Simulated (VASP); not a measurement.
A run of VASP 6.6.1 is set up as follows.

INCAR

```
SYSTEM = CoNiO2
ALGO = Normal
EDIFF = 1E-6
ENCUT = 520
GGA = PS
ISIF = 2
ISMEAR = -1
LASPH = .True.
LCHARG = .False.
LREAL = .False.
LWAVE = .False.
NBANDS = 24
NELM = 100
PREC = Accurate
SIGMA = 0.05
```

KPOINTS

```
k-points
0
Gamma
  9 9 6
  0 0 0
```

File POSCAR:

```
CoNiO2
1.0
    3.0143330000      0.0000000000      0.0000000000
    0.0000000000      3.0143330000      0.0000000000
    0.0000000000      0.0000000000      4.2222850000
Ni Co O
1 1 2
Direct
    0.0000000000      0.0000000000      0.0000000000
    0.5000000000      0.5000000000      0.5000000000
    0.0000000000      0.0000000000      0.5000000000
    0.5000000000      0.5000000000      0.0000000000
```

Potentials or basis: VASP PAW PBE potentials, release 64 (Ni, Co, O).

The run is started by

```bash
$ cat potpaw_PBE.64/Ni/POTCAR potpaw_PBE.64/Co/POTCAR potpaw_PBE.64/O/POTCAR > POTCAR
$ mpirun -np 1 vasp_std > vasp.out
```

Q: What does it give for the pressure?

A: -23.8 GPa.

Q: Predict the band gap on the k mesh.

A: Zero (an odd number of electrons rules out a gap without spin polarisation).

Stress tensor (GPa, compression positive):
```
-24.01   0.00   0.00
  0.00 -24.01   0.00
  0.00   0.00 -23.38
```

Caveat: the cell stands under tension; the PAW data sets were made with another functional, which shifts forces and pressure a little; an odd number of electrons without spin polarisation forces a metal; a magnetic or distorted state may lie lower; the run has no spin polarisation, though such a crystal can be magnetic; semilocal functionals often make such compounds metallic where correlation or magnetic order opens a gap, which also shifts bond lengths. With open d or f shells a metallic result of PBEsol can be an artefact of self-interaction; +U or a hybrid may open a gap.
